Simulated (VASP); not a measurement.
Write the native input for VASP 6.6.1 that does the following.

```
Task                   : single point
Functional             : PBEsol
Potentials or basis    : VASP PAW PBE potentials, release 64 (Be)
Cutoff                 : 520 eV
k mesh                 : 10 × 6 × 4
Occupations            : gaussian, width 0.1 eV
Spin                   : no spin polarisation
Dipole correction      : no
Further INCAR settings : ALGO = Normal; EDIFF = 1e-06; NBANDS = 15
```

The structure of Be lies in POSCAR:

```
Be
1.0
    0.0000000000      0.0000000000     -2.1830619022
    1.7805623630     -3.0840244788      0.0000000000
   -5.3416870891     -3.0840244787      0.0000000000
Be
6
Direct
    0.0000000000      0.5000000000      0.5000000000
    0.0000000000      1.0000000000      1.0000000000
    0.5000000000      0.5000000000      0.8333333333
    0.5000000000      0.0000000000      0.3333333333
    0.5000000000      0.0000000000      0.6666666667
    0.5000000000      0.5000000000      0.1666666667
```

The input as run:

INCAR

```
  PREC = Accurate
  ENCUT = 520
  EDIFF = 1E-6
  ISMEAR = 0
  SIGMA = 0.1
  LREAL = F
  LASPH = T
  NELM = 60
  ALGO = Normal
  ISIF = 2
  LWAVE = F
  LCHARG = F
  GGA = PS
  NBANDS = 15
```

KPOINTS

```
regular mesh
0
Gamma
  10 6 4
```

Potentials or basis: VASP PAW PBE potentials, release 64 (Be).

Launch:

```bash
$ cat potpaw_PBE.64/Be/POTCAR > POTCAR
$ mpirun -np 1 vasp_std > vasp.out
```

It gave:

| Item | Value |
| --- | --- |
| Pressure | 0.4 GPa |
| Largest force | 0.008 eV/Å |
| Band gap on the k mesh | zero (band 6 reaches 8.65 eV, above the bottom of band 7 at 6.51 eV) |

Caveat: the PAW data sets were made with another functional, which shifts forces and pressure a little.

It took 24 s on 1 thread of Intel(R) Xeon(R) Platinum 8259CL CPU @ 2.50GHz (Skylake/Cascade Lake) (shared host), peak memory 0.17 GiB.
